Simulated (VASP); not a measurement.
# Pt (I4/mmm) in VASP: further runs

Runs on Pt. Level: PBE. Tasks: single point, relaxation of shape and atoms at fixed volume.

Everything below comes from runs of VASP 6.6.1. Logs are shortened: lines on timing, memory, paths and dates and some standing lists are left out, and cuts for length are marked.

## 1. The cell of the first run

Symmetry: I4/mmm, No. 139, tetragonal system. Conventional cell: a = 3.532 Å, b = 3.532 Å, c = 2.790 Å, α = 90.00°, β = 90.00°, γ = 90.00°. Pt (site symmetry 4/mmm) has 14 Pt at 2.79 to 3.53 Å within 3.7 Å.

## 2. Single point, PBE (17.40 Å³/atom)

INCAR

```
PREC     = Accurate       # precision mode
ENCUT    = 520            # plane-wave cutoff, eV
EDIFF    = 1E-6           # SCF threshold, eV
ISMEAR   = 0              # smearing method
SIGMA    = 0.1            # smearing width, eV
LREAL    = False          # projectors in reciprocal space
LASPH    = True           # aspherical terms in the spheres
NELM     = 80             # most SCF steps
ALGO     = Fast           # electronic algorithm
ISIF     = 2              # what is computed and relaxed
LWAVE    = False          # write WAVECAR
LCHARG   = False          # write CHGCAR
GGA      = PE             # functional
NBANDS   = 11             # bands
```

KPOINTS

```
Automatic mesh
0
Gamma
  26 26 26
```

POSCAR

```
Pt
1.0
   -1.7657775103      1.7657775103      1.3951750010
    1.7657775103     -1.7657775103      1.3951750010
    1.7657775103      1.7657775103     -1.3951750010
Pt
1
Direct
    0.0000000000      0.0000000000      0.0000000000
```

Potentials or basis: VASP PAW PBE potentials, release 64 (Pt).

Started as:

```sh
$ cat potpaw_PBE.64/Pt/POTCAR > POTCAR
$ mpirun -np 1 vasp_std > vasp.out
```

OUTCAR:

```text
PREC = Accurate
   ENCUT = 520
   EDIFF = 1E-6
   ISMEAR = 0
   LREAL = False
   LASPH = True
   NELM = 80
   ISIF = 2
   GGA = PE

 ion  position               nearest neighbor table
   1  0.000  0.000  0.000-

  LATTYP: Found a body centered tetragonal cell.
 ALAT       =     3.5315550206
 C/A-ratio  =     0.7901193626

  Lattice vectors:

 A1 = (  -1.7657775103,   1.7657775103,   1.3951750010)
 A2 = (   1.7657775103,  -1.7657775103,   1.3951750010)
 A3 = (   1.7657775103,   1.7657775103,  -1.3951750010)

Analysis of symmetry for initial positions (statically):
=====================================================================
 Subroutine PRICEL returns:
 Original cell was already a primitive cell.

 Routine SETGRP: Setting up the symmetry group for a
 body centered tetragonal supercell.

 Subroutine GETGRP returns: Found 16 space group operations
 (whereof 16 operations were pure point group operations)
 out of a pool of 16 trial point group operations.

The static configuration has the point symmetry D_4h.

Analysis of symmetry for dynamics (positions and initial velocities):
=====================================================================
 Subroutine PRICEL returns:
 Original cell was already a primitive cell.

 Routine SETGRP: Setting up the symmetry group for a
 body centered tetragonal supercell.

 Subroutine GETGRP returns: Found 16 space group operations
 (whereof 16 operations were pure point group operations)
 out of a pool of 16 trial point group operations.

The dynamic configuration has the point symmetry D_4h.

 Subroutine INISYM returns: Found 16 space group operations
 (whereof 16 operations are pure point group operations),
 and found     1 'primitive' translations

----------------------------------------------------------------------------------------

                                     Primitive cell

  volume of cell :      17.4005

  direct lattice vectors                    reciprocal lattice vectors
    -1.765777510  1.765777510  1.395175001     0.000000000  0.283161382  0.358377981
     1.765777510 -1.765777510  1.395175001     0.283161382  0.000000000  0.358377981
     1.765777510  1.765777510 -1.395175001     0.283161382  0.283161382  0.000000000

  length of vectors
     2.860498858  2.860498858  2.860498858     0.456744070  0.456744070  0.400450667

  position of ions in fractional coordinates (direct lattice)
     0.000000000  0.000000000  0.000000000

  ion indices of the primitive-cell ions
   primitive index   ion index
[... 69 lines left out ...]
   LSORBIT =      F    spin-orbit coupling
   LASPH  =      T    aspherical Exc in radial PAW
   ENCUT  =  520.0 eV  38.22 Ry    6.18 a.u.   5.32  5.32  5.32*2*pi/ulx,y,z
   NELM   =     80;   NELMIN=  2; NELMDL= -5     # of ELM steps
   EDIFF  = 0.1E-05   stopping-criterion for ELM
   LREAL  =      F    real-space projection
[... 7 lines left out ...]
   TEBEG  =    0.0;   TEEND  =   0.0 temperature during run
   PSTRESS=    0.0 pullay stress
   NELECT =      10.0000    total number of electrons
   NUPDOWN=      -1.0000    fix difference up-down
   EMIN   =  10.00;   EMAX   =-10.00  energy-range for DOS
   EFERMI =   0.00;   METHOD = LEGACY
   ISMEAR =     0;   SIGMA  =   0.10  broadening in eV -4-tet -1-fermi 0-gaus
   EFERMI_NEDOS =   21; number of points for ismear=-14 and -15
   IALGO  =     68    algorithm
   IMIX   =      4    mixing-type and parameters
     AMIX     =   0.40;   BMIX     =  1.00
     AMIX_MAG =   1.60;   BMIX_MAG =  1.00
  volume/ion in A,a.u.               =      17.40       117.42
  Fermi-wavevector in a.u.,A,eV,Ry     =   1.361093  2.572094 25.205819  1.852575
  Thomas-Fermi vector in A             =   2.487699
   LORBIT       =      0    0 simple, 1 ext, 2 COOP (PROOUT), +10 PAW based schemes
   GGA     = PE    functional components
   LHFCALC =     F    Hartree Fock is set to
   AEXX    =    0.0000 exact exchange contribution
   IVDW    =     0    specifies the selected vdW correction
   LEPSILON=     F    determine dielectric tensor
   LRPA    =     F    only Hartree local field effects (RPA)
 non-spin polarized calculation
 RMM-DIIS sequential band-by-band and
 Gauss-broadening in eV      SIGMA  =   0.10
  energy-cutoff  :      520.00
  volume of cell :       17.40
 maximum number of plane-waves:       485
 NGX is ok and might be reduce to    24
   NGX = 11   NGY = 11   NGZ = 11

 number of electron      10.0000001 magnetization

 Free energy of the ion-electron system (eV)
  ---------------------------------------------------
  ext. energy  EPLUGINS =         0.00000000
  ---------------------------------------------------
  free energy    TOTEN  =        -5.99612139 eV

  energy without entropy =       -5.98931894  energy(sigma->0) =       -5.99272016

 E-fermi :   8.6995     XC(G=0): -12.6262

 val. band max:        8.6981828389   @ k =  -0.2692  -0.3846   0.0769
 cond. band min:       8.7014253830   @ k =  -0.2692   0.4615   0.1923
 fundamental gap:      0.0032425441
 Fermi energy:         8.6994557067

 k-point     1 :       0.0000    0.0000    0.0000
  band No.  band energies     occupation
      1       0.0059      2.00000
      2       4.6092      2.00000
      3       5.8920      2.00000
      4       6.5052      2.00000
      5       6.5052      2.00000
      6       8.3960      1.99998
      7      24.0764      0.00000
      8      24.0764      0.00000
      9      29.5300      0.00000
     10      32.2902      0.00000
     11      32.3208      0.00000
[... 309 lines left out ...]
 k-point    24 :       0.3846    0.0385   -0.0000
  band No.  band energies     occupation
      1       3.0258      2.00000
      2       4.0126      2.00000
      3       7.3196      2.00000
      4       7.9742      2.00000
      5       8.7944      0.17950
      6       9.0284      0.00000
      7      17.1994      0.00000
      8      21.6650      0.00000
      9      22.8670      0.00000
     10      29.4449      0.00000
     11      31.0023      0.00000

 [... further k-points ...]
[... 5 lines left out ...]
  --------------------------------------------------------------------------------------
  -------------------------------------------------------------------------------------
  Total       -1.9281493     -1.9281493     -1.9302955      0.0000000      0.0000000      0.0000000
  in kB     -177.5377050   -177.5377050   -177.7353205      0.0000000      0.0000000      0.0000000
  external PRESSURE =    -177.6035768 kB  Pullay stress =       0.0000000 kB

 VOLUME and BASIS-vectors are now :
 -----------------------------------------------------------------------------
  energy-cutoff  :      520.00
  volume of cell :       17.40
      direct lattice vectors                 reciprocal lattice vectors
    -1.765777510  1.765777510  1.395175001     0.000000000  0.283161382  0.358377981
     1.765777510 -1.765777510  1.395175001     0.283161382  0.000000000  0.358377981
     1.765777510  1.765777510 -1.395175001     0.283161382  0.283161382  0.000000000

 POSITION                                       TOTAL-FORCE (eV/Angst)
 -----------------------------------------------------------------------------------
      0.00000      0.00000      0.00000        -0.000000      0.000000     -0.000000
 -----------------------------------------------------------------------------------
    total drift:                               -0.000000      0.000000      0.000000

  FREE ENERGIE OF THE ION-ELECTRON SYSTEM (eV)
  ---------------------------------------------------
  free  energy   TOTEN  =        -5.9961213882 eV

  energy  without entropy=       -5.9893189400  energy(sigma->0) =       -5.99272016
```

stdout:

```text
POSCAR found type information on POSCAR Pt
 POSCAR found :  1 types and       1 ions
 scaLAPACK will be used
 LDA part: xc-table for (Slater+PW92), standard interpolation
 POSCAR, INCAR and KPOINTS ok, starting setup
 FFT: planning ... GRIDC
 FFT: planning ... GRID_SOFT
 FFT: planning ... GRID
 WAVECAR not read
 entering main loop
```

Run time: 4.6 min. Hardware: 1 thread of AMD EPYC 7R43 (Zen 3), shared host; peak memory 0.33 GiB.

Results:

- Free energy: -5.9961 eV
- Pressure: -17.8 GPa
- Band gap on the k mesh: zero (bands 5 and 6 overlap by 1.71 eV)

Caveat: the cell stands under tension; spin-orbit coupling is left out, which moves the levels of the heavy elements.

## 3. Relaxation of shape and atoms at fixed volume, PBE (13.92 Å³/atom)

This run uses another cell than the first one, of 13.92 Å³/atom.

INCAR

```
SYSTEM = Pt
ALGO = Fast ; EDIFF = 1E-6
EDIFFG = -0.01 ; ENCUT = 600
GGA = PE ; IBRION = 2
ISIF = 4 ; ISMEAR = 0
LASPH = .TRUE. ; LCHARG = .FALSE.
LREAL = .FALSE. ; LWAVE = .FALSE.
NELM = 100 ; NSW = 50
PREC = Accurate ; SIGMA = 0.1
```

KPOINTS

```
k-points
0
G
  26 26 26
  0 0 0
```

POSCAR

```
Pt
1.0
   -1.6217036216      1.6217036216      1.3232675484
    1.6217036216     -1.6217036216      1.3232675484
    1.6217036216      1.6217036216     -1.3232675484
Pt
1
Direct
    0.0000000000      0.0000000000      0.0000000000
```

Potentials or basis: VASP PAW PBE potentials, release 64 (Pt).

Started as:

```sh
$ cat potpaw_PBE.64/Pt/POTCAR > POTCAR
$ mpirun -np 1 vasp_std > vasp.out
```

Run time: 8.5 min. Hardware: 1 thread of AMD EPYC 7R43 (Zen 3), shared host; peak memory 0.31 GiB.

Results (log left out):

```yaml
Free_energy: -5.8764 eV
Energy_gained_by_relaxing: 0.2 meV/atom
Ionic_steps: 3
Pressure_after_relaxing: 42.7 GPa
Band_gap_on_the_k_mesh: zero (bands 5 and 6 overlap by 2.49 eV)
```

Step by step:
| step | energy change (eV) | largest force (eV/Å) | pressure (GPa) | volume (Å³) |
| --- | --- | --- | --- | --- |
| 1 | 0.0000 | 0.0000 | 42.84 | 13.92 |
| 2 | -0.0001 | 0.0000 | 42.59 | 13.92 |
| 3 | -0.0002 | 0.0000 | 42.67 | 13.92 |

Final structure:
```yaml
crystal:
  lattice:
    - [-1.61935, 1.61935, 1.32713]
    - [1.61935, -1.61935, 1.32713]
    - [1.61935, 1.61935, -1.32713]
  atoms:
    - { symbol: Pt, position: [0.00000, 0.00000, 0.00000] }
```

Levels at points of the mesh, in eV from the Fermi level:
| k point | band 2 | band 3 | band 4 | band 5 | band 6 | band 7 | band 8 | band 9 |
| --- | --- | --- | --- | --- | --- | --- | --- | --- |
| (0.00, 0.00, 0.00) | -5.63 | -3.52 | -3.39 | -3.39 | -0.49 | 15.53 | 15.53 | 20.46 |
| (0.50, 0.00, 0.00) | -6.77 | -1.85 | 0.36 | 0.38 | 0.80 | 8.16 | 12.57 | 15.04 |
| (0.50, 0.50, 0.00) | -4.42 | -3.67 | -1.76 | -1.23 | 0.78 | 6.00 | 14.58 | 20.37 |
| (0.50, 0.50, 0.50) | -7.68 | 0.28 | 0.28 | 0.90 | 5.73 | 5.73 | 12.45 | 13.45 |

Caveat: spin-orbit coupling is left out, which moves the levels of the heavy elements.
